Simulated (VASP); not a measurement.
Write the native input for VASP 6.6.1 that does the following.

| Item | Value |
| --- | --- |
| Task | single point |
| Functional | PBE |
| Potentials or basis | VASP PAW PBE potentials, release 64 (Y_sv, Ta_pv, N) |
| Cutoff | 520 eV |
| k mesh | 6 × 6 × 4 |
| Occupations | gaussian, width 0.1 eV |
| Spin | no spin polarisation |
| Dipole correction | no |
| Further INCAR settings | ALGO = Normal; EDIFF = 1e-06; NBANDS = 33 |

The structure of Y2TaN3 lies in POSCAR:

```
Y2TaN3
1.0
    5.9869656487      0.0000000000      0.0000000000
   -2.9934828243      5.1848643434      0.0000000000
    0.0000000000      0.0000000000      3.1297825361
Y Ta N
2 1 3
Direct
    0.3333333333      0.6666666667      0.0000000000
    0.6666666667      0.3333333333      0.0000000000
    0.0000000000      0.0000000000      0.0000000000
    0.5000000000      0.0000000000      0.5000000000
    0.5000000000      0.5000000000      0.5000000000
    0.0000000000      0.5000000000      0.5000000000
```

The cell was generated, and may not be a known phase.

The input as run:

INCAR

```
ALGO = Normal
EDIFF = 1E-6
ENCUT = 520
GGA = PE
ISIF = 2
ISMEAR = 0
LASPH = T
LCHARG = F
LREAL = F
LWAVE = F
NBANDS = 33
NELM = 60
PREC = Accurate
SIGMA = 0.1
```

KPOINTS

```
k-points
0
Gamma
  6 6 4
```

Potentials or basis: VASP PAW PBE potentials, release 64 (Y_sv, Ta_pv, N).

Launch:

```console
$ cat potpaw_PBE.64/Y_sv/POTCAR potpaw_PBE.64/Ta_pv/POTCAR potpaw_PBE.64/N/POTCAR > POTCAR
$ mpirun -np 1 vasp_std > vasp.out
```

It gave:

```yaml
Pressure: -0.2 GPa
Band_gap_on_the_k_mesh: zero (bands 24 and 25 overlap by 0.58 eV)
```

Caveat: the k points lie up to 0.50 Å⁻¹ apart, too coarse for converged energies and pressures of a metal; spin-orbit coupling is left out, which moves the levels of the heavy elements.

Wall time 77 s on 1 thread of Intel(R) Xeon(R) 6975P-C (Granite Rapids), with other jobs on the host, peak memory 0.27 GiB.
